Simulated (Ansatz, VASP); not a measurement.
# TaN in VASP and in Ansatz

INCAR

```
ALGO     = Normal         # electronic algorithm
EDIFF    = 1E-7           # SCF threshold, eV
ENCUT    = 520            # plane-wave cutoff, eV
GGA      = PS             # functional
ISIF     = 2              # what is computed and relaxed
ISMEAR   = 0              # smearing method
LASPH    = T              # aspherical terms in the spheres
LCHARG   = F              # write CHGCAR
LREAL    = F              # projectors in reciprocal space
LWAVE    = F              # write WAVECAR
NBANDS   = 15             # bands
NELM     = 60             # most SCF steps
PREC     = Accurate       # precision mode
SIGMA    = 0.15           # smearing width, eV
```

File KPOINTS:

```
k-points
0
Gamma
  24 24 18
```

Contents of POSCAR:

```
TaN
1.0
    2.8461255956      0.0000000000      0.0000000000
   -1.4230627978      2.4648170681      0.0000000000
    0.0000000000      0.0000000000      3.0721312486
Ta N
1 1
Direct
    0.3333333333      0.6666666667      0.5000000000
    0.0000000000      0.0000000000      0.0000000000
```

Input for Ansatz:

```yaml
crystal:
  lattice:
    - [2.8461255956, 0.0, 0.0]
    - [-1.4230627978, 2.4648170681, 0.0]
    - [0.0, 0.0, 3.0721312486]
  atoms:
    - { symbol: Ta, position: [0.3333333333, 0.6666666667, 0.5] }
    - { symbol: "N", position: [0.0, 0.0, 0.0] }
basis:
  ecutwfc: 420
kpoints:
  mp_grid: { grid: [24, 24, 18] }
hamiltonian:
  xc: pbesol
scf:
  occupations: { method: gaussian, width: 0.15 }
output:
  forces: true
  stress: true
  eigenvalues: true
```

Alike in both runs: task single point; functional PBEsol; k mesh 24 × 24 × 18; occupations gaussian, width 0.15 eV; no spin polarisation.

```csv
,VASP,Ansatz
version,VASP 6.6.1,Ansatz 0.2.0
potentials or method,"VASP PAW PBE potentials, release 64 (Ta_pv, N), cutoff 520 eV","scalar-relativistic, plane waves, PAW"
valence electrons in the cell,16,18
```

```csv
,VASP,Ansatz,Ansatz less VASP
gap on the k mesh at the Fermi level (eV),none,none,-
pressure (GPa),-4.8,-5.5,-0.76
"traceless stress, the component that is largest in VASP (GPa)",-39.67,-39.77,-0.101
```

VASP's potentials were made for PBE, not for PBEsol. A gap of «none» marks a metal or a gap that the smearing closes. With one functional, cell and mesh, what is left measures potentials, basis and numerics. VASP's potentials hold 16 valence electrons a cell and Ansatz's 18, so a difference there can come from the potentials and not from the codes.

Neither program's run includes spin-orbit coupling.
